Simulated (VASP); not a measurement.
# GaSb (I-4m2) in VASP: single point with r2SCAN

Aim: the single point of GaSb with r2SCAN.

All numbers are computed with VASP 6.6.1; they aren't measurements. Logs are shortened: lines on timing, memory, paths and dates and some standing lists are left out, and cuts for length are marked.

## Step 1: The cell of the first run

Symmetry: I-4m2, No. 119, tetragonal system. The conventional cell has a = 4.336 Å, b = 4.336 Å, c = 6.377 Å, α = 90.00°, β = 90.00°, γ = 90.00°. Ga (site symmetry -4m2) has 4 Sb at 2.69 Å within 3.5 Å. Within 3.5 Å of Sb (site symmetry -4m2) lie 4 Ga at 2.69 Å.

## Step 2: Single point, r2SCAN, non-collinear spin, zero start, spin-orbit coupling (uniaxial z strain +4.0%)

File POSCAR:

```
GaSb
1.0
    0.0000000000      3.0658787979      3.1885139498
    3.0658787979      0.0000000000      3.1885139498
    3.0658787979      3.0658787979      0.0000000000
Ga Sb
1 1
Direct
    0.0000000000      0.0000000000      0.0000000000
    0.2500000000      0.2500000000      0.2500000000
```

File INCAR.step1:

```
  ALGO = Normal
  EDIFF = 1E-4
  ENCUT = 520
  GGA = PE
  GGA_COMPAT = F
  ISMEAR = -1
  LASPH = T
  LCHARG = F
  LNONCOLLINEAR = T
  LREAL = F
  LSORBIT = T
  LWAVE = T
  MAGMOM = 0 0 0 0 0 0
  NBANDS = 30
  NELM = 150
  PREC = Accurate
  SIGMA = 0.02
```

File INCAR.step2:

```
  ALGO = Normal
  EDIFF = 1E-6
  ENCUT = 520
  GGA_COMPAT = F
  ISIF = 2
  ISMEAR = -1
  ISTART = 1
  LASPH = T
  LCHARG = T
  LMIXTAU = T
  LNONCOLLINEAR = T
  LORBIT = 11
  LORBMOM = T
  LREAL = F
  LSORBIT = T
  LVHAR = T
  LWAVE = F
  MAGMOM = 0 0 0 0 0 0
  METAGGA = R2SCAN
  NBANDS = 30
  NELM = 150
  PREC = Accurate
  SIGMA = 0.02
```

File KPOINTS:

```
k-points
0
Gamma
  8 8 8
```

Potentials or basis: VASP PAW PBE potentials, release 64 (Ga_d, Sb).

Command:

```console
$ cat potpaw_PBE.64/Ga_d/POTCAR potpaw_PBE.64/Sb/POTCAR > POTCAR
$ cp INCAR.step1 INCAR
$ mpirun -np 1 vasp_ncl > vasp.out
$ cp INCAR.step2 INCAR
$ mpirun -np 1 vasp_ncl > vasp.out
```

OUTCAR:

```text
EDIFF = 1E-6
   ENCUT = 520
   ISIF = 2
   ISMEAR = -1
   ISTART = 1
   LASPH = T
   LNONCOLLINEAR = T
   LORBIT = 11
   LREAL = F
   LSORBIT = T
   METAGGA = R2SCAN
   NELM = 150
   PREC = Accurate

 ion  position               nearest neighbor table
   1  0.000  0.000  0.000-   2 2.69   2 2.69   2 2.69   2 2.69
   2  0.250  0.250  0.250-   1 2.69   1 2.69   1 2.69   1 2.69

  LATTYP: Found a body centered tetragonal cell.
 ALAT       =     4.3358073766
 C/A-ratio  =     1.4707821049

  Lattice vectors:

 A1 = (  -3.0658787979,   0.0000000000,   3.1885139498)
 A2 = (   3.0658787979,   0.0000000000,   3.1885139498)
 A3 = (   0.0000000000,   3.0658787979,  -3.1885139498)

Analysis of symmetry for initial positions (statically):
=====================================================================
 Subroutine PRICEL returns:
 Original cell was already a primitive cell.

 Routine SETGRP: Setting up the symmetry group for a
 body centered tetragonal supercell.

 Subroutine GETGRP returns: Found  8 space group operations
 (whereof  8 operations were pure point group operations)
 out of a pool of 16 trial point group operations.

The static configuration has the point symmetry D_2d.

Analysis of symmetry for dynamics (positions and initial velocities):
=====================================================================
 Subroutine PRICEL returns:
 Original cell was already a primitive cell.

 Routine SETGRP: Setting up the symmetry group for a
 body centered tetragonal supercell.

 Subroutine GETGRP returns: Found  8 space group operations
 (whereof  8 operations were pure point group operations)
 out of a pool of 16 trial point group operations.

The dynamic configuration has the point symmetry D_2d.

Analysis of structural, dynamic, and magnetic symmetry:
=====================================================================
 Subroutine PRICEL returns:
 Original cell was already a primitive cell.

 Routine SETGRP: Setting up the symmetry group for a
 body centered tetragonal supercell.

 Subroutine GETGRP returns: Found  8 space group operations
 (whereof  8 operations were pure point group operations)
 out of a pool of 16 trial point group operations.

The overall configuration has the point symmetry D_2d.

 Subroutine INISYM returns: Found  8 space group operations
 (whereof  8 operations are pure point group operations),
 and found     1 'primitive' translations

----------------------------------------------------------------------------------------

                                     Primitive cell

  volume of cell :      59.9416

  direct lattice vectors                    reciprocal lattice vectors
     0.000000000  3.065878798  3.188513950    -0.163085377  0.163085377  0.156812863
     3.065878798  0.000000000  3.188513950     0.163085377 -0.163085377  0.156812863
     3.065878798  3.065878798  0.000000000     0.163085377  0.163085377 -0.156812863

  length of vectors
     4.423373601  4.423373601  4.335807377     0.278897749  0.278897749  0.278897749

  position of ions in fractional coordinates (direct lattice)
     0.000000000  0.000000000  0.000000000
     0.250000000  0.250000000  0.250000000

  ion indices of the primitive-cell ions
   primitive index   ion index
                 1           1
                 2           2

----------------------------------------------------------------------------------------

 KPOINTS: k-points

Automatic generation of k-mesh.
 Grid dimensions read from file:
 generate k-points for:    8    8    8

 Generating k-lattice:

  Cartesian coordinates                     Fractional coordinates (reciprocal lattice)
    -0.020385672  0.020385672  0.019601608     0.125000000  0.000000000  0.000000000
     0.020385672 -0.020385672  0.019601608     0.000000000  0.125000000  0.000000000
     0.020385672  0.020385672 -0.019601608     0.000000000  0.000000000  0.125000000

  Length of vectors
     0.034862219  0.034862219  0.034862219

  Shift w.r.t. Gamma in fractional coordinates (k-lattice)
     0.000000000  0.000000000  0.000000000

 Subroutine IBZKPT returns following result:
 ===========================================

 Found     87 irreducible k-points:

 Following reciprocal coordinates:
            Coordinates               Weight
  0.000000  0.000000  0.000000      1.000000
[... 34 lines left out ...]
   ISTART =      1    job   : 0-new  1-cont  2-samecut
   ICHARG =      0    charge: 1-file 2-atom 10-const
   ISPIN  =      1    spin polarized calculation?
   LNONCOLLINEAR =      T non collinear calculations
   LSORBIT =      T    spin-orbit coupling
   LASPH  =      T    aspherical Exc in radial PAW
   ENCUT  =  520.0 eV  38.22 Ry    6.18 a.u.   8.22  8.22  8.06*2*pi/ulx,y,z
   NELM   =    150;   NELMIN=  2; NELMDL=  0     # of ELM steps
   EDIFF  = 0.1E-05   stopping-criterion for ELM
   LREAL  =      F    real-space projection
[... 7 lines left out ...]
   TEBEG  =    0.0;   TEEND  =   0.0 temperature during run
   PSTRESS=    0.0 pullay stress
   NELECT =      18.0000    total number of electrons
   NUPDOWN=      -1.0000    fix difference up-down
   EMIN   =  10.00;   EMAX   =-10.00  energy-range for DOS
   EFERMI =   0.00;   METHOD = LEGACY
   ISMEAR =    -1;   SIGMA  =   0.02  broadening in eV -4-tet -1-fermi 0-gaus
   EFERMI_NEDOS =   21; number of points for ismear=-14 and -15
   IALGO  =     38    algorithm
   IMIX   =      4    mixing-type and parameters
     AMIX     =   0.40;   BMIX     =  1.00
     AMIX_MAG =   1.60;   BMIX_MAG =  1.00
  volume/ion in A,a.u.               =      29.97       202.25
  Fermi-wavevector in a.u.,A,eV,Ry     =   1.096284  2.071676 16.351994  1.201838
  Thomas-Fermi vector in A             =   2.232623
   LORBIT       =     11    0 simple, 1 ext, 2 COOP (PROOUT), +10 PAW based schemes
   METAGGA = R2SCAN    functional components
   LHFCALC =     F    Hartree Fock is set to
   AEXX    =    0.0000 exact exchange contribution
   IVDW    =     0    specifies the selected vdW correction
   LEPSILON=     F    determine dielectric tensor
   LRPA    =     F    only Hartree local field effects (RPA)
  energy-cutoff  :      520.00
  volume of cell :       59.94
 maximum number of plane-waves:      3256
 NGX is ok and might be reduce to    36
   NGX = 17   NGY = 17   NGZ = 17

 number of electron      17.9999998 magnetization      -0.0000000      0.0000000     -0.0000000

 number of electron      17.9999998 magnetization       0.0000000     -0.0000000      0.0000000

 Free energy of the ion-electron system (eV)
  ---------------------------------------------------
  ext. energy  EPLUGINS =         0.00000000
  ---------------------------------------------------
  free energy    TOTEN  =       -37.64170237 eV

  energy without entropy =      -37.64168298  energy(sigma->0) =      -37.64169268

 E-fermi :   4.4510     XC(G=0):  -9.5095

 val. band max:        4.3776055118   @ k =   0.0000   0.0000   0.0000
 cond. band min:       4.5233237755   @ k =   0.0000   0.0000   0.0000
 fundamental gap:      0.1457182637
 Fermi energy:         4.4510185692

 k-point     1 :       0.0000    0.0000    0.0000
  band No.  band energies     occupation
      1     -11.4509      1.00000
      2     -11.4509      1.00000
      3     -11.4466      1.00000
      4     -11.4466      1.00000
      5     -11.0081      1.00000
      6     -11.0081      1.00000
[... 781 lines left out ...]
     29      14.6476      0.00000
     30      14.7154      0.00000

 [... further k-points ...]
[... 5 lines left out ...]
  --------------------------------------------------------------------------------------
  -------------------------------------------------------------------------------------
  Total       -0.4085288     -0.4085288     -1.1449584      0.0000000      0.0000000      0.0000000
  in kB      -10.9195549    -10.9195549    -30.6035644      0.0000000      0.0000000      0.0000000
  external PRESSURE =     -17.4808914 kB  Pullay stress =       0.0000000 kB

 VOLUME and BASIS-vectors are now :
 -----------------------------------------------------------------------------
  energy-cutoff  :      520.00
  volume of cell :       59.94
      direct lattice vectors                 reciprocal lattice vectors
     0.000000000  3.065878798  3.188513950    -0.163085377  0.163085377  0.156812863
     3.065878798  0.000000000  3.188513950     0.163085377 -0.163085377  0.156812863
     3.065878798  3.065878798  0.000000000     0.163085377  0.163085377 -0.156812863

 POSITION                                       TOTAL-FORCE (eV/Angst)
 -----------------------------------------------------------------------------------
      0.00000      0.00000      0.00000        -0.000000     -0.000000     -0.000000
      1.53294      1.53294      1.59426         0.000000      0.000000      0.000000
 -----------------------------------------------------------------------------------
    total drift:                               -0.000167     -0.000167     -0.000087

  FREE ENERGIE OF THE ION-ELECTRON SYSTEM (eV)
  ---------------------------------------------------
  free  energy   TOTEN  =       -37.6417023739 eV

  energy  without entropy=      -37.6416829788  energy(sigma->0) =      -37.64169268

 orbital moment (x)

 # of ion     p       d       tot
 ----------------------------------------
  1        -0.000  -0.000  -0.000
  2         0.000   0.000   0.000
 ----------------------------------------
            0.000  -0.000   0.000

 orbital moment (y)

 # of ion     p       d       tot
 ----------------------------------------
  1        -0.000  -0.000  -0.000
  2         0.000   0.000   0.000
 ----------------------------------------
            0.000  -0.000   0.000

 orbital moment (z)

 # of ion     p       d       tot
 ----------------------------------------
  1         0.000  -0.000  -0.000
  2         0.000   0.000   0.000
 ----------------------------------------
            0.000  -0.000  -0.000

 Spin-Orbit-Coupling matrix elements

 Ion:    1  E_soc:     -0.0118051
 l=   1
     0.0000000    -0.0011680    -0.0012099
    -0.0011680     0.0000000    -0.0011680
    -0.0012099    -0.0011680     0.0000000
 l=   2
     0.0000000    -0.0001498     0.0000000    -0.0001498    -0.0006386
    -0.0001498     0.0000000    -0.0004780    -0.0001446    -0.0001589
     0.0000000    -0.0004780     0.0000000    -0.0004780     0.0000000
    -0.0001498    -0.0001446    -0.0004780     0.0000000    -0.0001589
    -0.0006386    -0.0001589     0.0000000    -0.0001589     0.0000000
 l=   3
     0.0000000     0.0000000     0.0000000     0.0000000     0.0000000     0.0000000     0.0000000
     0.0000000     0.0000000     0.0000000     0.0000000     0.0000000     0.0000000     0.0000000
     0.0000000     0.0000000     0.0000000     0.0000000     0.0000000     0.0000000     0.0000000
     0.0000000     0.0000000     0.0000000     0.0000000     0.0000000     0.0000000     0.0000000
     0.0000000     0.0000000     0.0000000     0.0000000     0.0000000     0.0000000     0.0000000
     0.0000000     0.0000000     0.0000000     0.0000000     0.0000000     0.0000000     0.0000000
     0.0000000     0.0000000     0.0000000     0.0000000     0.0000000     0.0000000     0.0000000

 Ion:    2  E_soc:     -0.1178842
 l=   1
     0.0000000    -0.0192957    -0.0199512
    -0.0192957     0.0000000    -0.0192957
    -0.0199512    -0.0192957     0.0000000
 l=   2
     0.0000000    -0.0000532     0.0000000    -0.0000532    -0.0000783
    -0.0000532     0.0000000    -0.0000608    -0.0000548    -0.0000193
     0.0000000    -0.0000608     0.0000000    -0.0000608     0.0000000
    -0.0000532    -0.0000548    -0.0000608     0.0000000    -0.0000193
    -0.0000783    -0.0000193     0.0000000    -0.0000193     0.0000000
 l=   3
     0.0000000     0.0000000     0.0000000     0.0000000     0.0000000     0.0000000     0.0000000
     0.0000000     0.0000000     0.0000000     0.0000000     0.0000000     0.0000000     0.0000000
     0.0000000     0.0000000     0.0000000     0.0000000     0.0000000     0.0000000     0.0000000
     0.0000000     0.0000000     0.0000000     0.0000000     0.0000000     0.0000000     0.0000000
     0.0000000     0.0000000     0.0000000     0.0000000     0.0000000     0.0000000     0.0000000
     0.0000000     0.0000000     0.0000000     0.0000000     0.0000000     0.0000000     0.0000000
     0.0000000     0.0000000     0.0000000     0.0000000     0.0000000     0.0000000     0.0000000

 total charge

# of ion       s       p       d       tot
------------------------------------------
    1        0.878   0.723   9.960  11.561
    2        1.110   1.329   0.026   2.465
--------------------------------------------------
tot          1.988   2.052   9.985  14.026

 magnetization (x)

# of ion       s       p       d       tot
------------------------------------------
    1        0.000   0.000   0.000   0.000
    2        0.000   0.000   0.000   0.000
--------------------------------------------------
tot          0.000   0.000   0.000   0.000

 magnetization (y)

# of ion       s       p       d       tot
------------------------------------------
    1        0.000   0.000   0.000   0.000
    2       -0.000   0.000  -0.000  -0.000
--------------------------------------------------
tot         -0.000   0.000  -0.000  -0.000

 magnetization (z)

# of ion       s       p       d       tot
------------------------------------------
    1        0.000   0.000   0.000   0.000
    2        0.000   0.000  -0.000   0.000
--------------------------------------------------
tot          0.000   0.000  -0.000   0.000
```

Wall time 12 min (1 thread of Intel Xeon 6975P-C (Granite Rapids), shared host); peak memory 0.58 GiB.

What came out:

```yaml
Free_energy: -37.6417 eV
Pressure: -1.7 GPa
Net_moment: 0.00 μB per cell
Valence_electrons_inside_the_program's_atomic_spheres: Ga 11.56; Sb 2.46
```

Moments on the atoms (μB; x, y, z):
```
Ga  0.00 0.00 0.00
Sb  0.00 0.00 0.00
```

Caveat: the cell differs from its parent crystal (uniaxial z strain +4.0%); the PAW data sets were made with another functional, which shifts forces and pressure a little.
